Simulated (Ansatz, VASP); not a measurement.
BN: VASP beside Ansatz

Contents of POSCAR:

```
BN
1.0
    2.4517820176      0.0000000000      0.0000000000
   -1.2258910088      2.1233055118      0.0000000000
    0.0000000000      0.0000000000      4.5650034000
B N
2 2
Direct
    0.6666666667      0.3333333333      0.9997240000
    0.3333333333      0.6666666667      0.4997240000
    0.6666666667      0.3333333333      0.6252760000
    0.3333333333      0.6666666667      0.1252760000
```

Contents of INCAR.step1:

```
SYSTEM = BN
PREC = Accurate
ENCUT = 520
ISMEAR = 0
SIGMA = 0.05
LREAL = .False.
LASPH = .True.
NELM = 60
NBANDS = 16
GGA = PE
ALGO = Normal
EDIFF = 1E-4
LWAVE = .True.
LCHARG = .False.
```

INCAR.step2

```
SYSTEM = BN
PREC = Accurate
ENCUT = 520
EDIFF = 1E-6
ISMEAR = 0
SIGMA = 0.05
LREAL = .False.
LASPH = .True.
NELM = 60
ALGO = Normal
ISIF = 2
LWAVE = .False.
LCHARG = .False.
METAGGA = R2SCAN
LMIXTAU = .True.
NBANDS = 16
ISTART = 1
```

The input KPOINTS:

```
Automatic mesh
0
Gamma
  12 12 6
  0 0 0
```

Input for Ansatz:

```yaml
crystal:
  lattice:
    - [2.4517820176, 0.0, 0.0]
    - [-1.2258910088, 2.1233055118, 0.0]
    - [0.0, 0.0, 4.5650034]
  atoms:
    - { symbol: B, position: [0.6666666667, 0.3333333333, 0.999724] }
    - { symbol: B, position: [0.3333333333, 0.6666666667, 0.499724] }
    - { symbol: "N", position: [0.6666666667, 0.3333333333, 0.625276] }
    - { symbol: "N", position: [0.3333333333, 0.6666666667, 0.125276] }
basis:
  ecutwfc: 500
kpoints:
  mp_grid: { grid: [12, 12, 6] }
hamiltonian:
  xc: r2scan
scf:
  occupations: { method: gaussian, width: 0.05 }
output:
  forces: true
  stress: true
  eigenvalues: true
```

Change from the starting cell: strain -0.040 along x and y, +0.080 along z, atoms carried along.

Alike in both runs: task single point; functional r2SCAN; k mesh 12 × 12 × 6; occupations gaussian, width 0.05 eV; no spin polarisation.

```csv
,VASP,Ansatz
version,VASP 6.6.1,Ansatz 0.2.0
potentials or method,"VASP PAW PBE potentials, release 64 (B, N), cutoff 520 eV","scalar-relativistic, plane waves, PAW"
valence electrons in the cell,16,16
```

|  | VASP | Ansatz | Ansatz less VASP |
| --- | --- | --- | --- |
| gap on the k mesh at the Fermi level (eV) | 5.22 | 5.24 | +0.027 |
| least direct gap on the mesh (eV) | 5.25 | 5.26 | +0.005 |
| pressure (GPa) | 4.6 | 3.5 | -1.08 |
| traceless stress, the component that is largest in VASP (GPa) | -73.23 | -72.82 | +0.412 |
| rms of the force components (eV/Å) | 0.379 | 0.401 | +0.0213 |

VASP's potentials were made for PBE, not for r2SCAN. Atom by atom the forces differ by 0.021 eV/Å (rms over components). With one functional, cell and mesh, what is left measures potentials, basis and numerics.
